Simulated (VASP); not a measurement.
A run of VASP 6.6.1 is set up as follows.

The input INCAR:

```
PREC = Accurate ; ENCUT = 520
EDIFF = 1E-6 ; ISMEAR = -1
SIGMA = 0.05 ; LREAL = F
LASPH = T ; NELM = 80
ALGO = Normal ; ISIF = 2
LWAVE = F ; LCHARG = F
GGA = PS ; NBANDS = 19
```

Contents of KPOINTS:

```
regular mesh
0
Gamma
  10 10 10
```

Contents of POSCAR:

```
TiO2
1.0
    1.5266980925      0.8814395546      7.1184721853
   -1.5266980925      0.8814395546      7.1184721853
    0.0000000000     -1.7628791093      7.1184721853
Ti O
1 2
Direct
    0.0000000000      0.0000000000      0.0000000000
    0.3795330000      0.3795330000      0.3795330000
    0.6204670000      0.6204670000      0.6204670000
```

Potentials or basis: VASP PAW PBE potentials, release 64 (Ti_sv, O).

The run is started by

```bash
$ cat potpaw_PBE.64/Ti_sv/POTCAR potpaw_PBE.64/O/POTCAR > POTCAR
$ mpirun -np 1 vasp_std > vasp.out
```

Question: What does it give for the pressure?

Answer: -10.0 GPa.

Question: Estimate the largest force.

Answer: 1.126 eV/Å.

Question: Predict the band gap on the k mesh.

Answer: 2.47 eV, indirect (least direct gap 2.67 eV).

Forces in eV/Å, atoms in the order of the input:
```
Ti   0.000  0.000  0.000
O    0.000  0.000 -1.126
O    0.000  0.000  1.126
```

Caveat: the PAW data sets were made with another functional, which shifts forces and pressure a little. A hybrid or GW would open this gap; PBEsol tends to underestimate it.
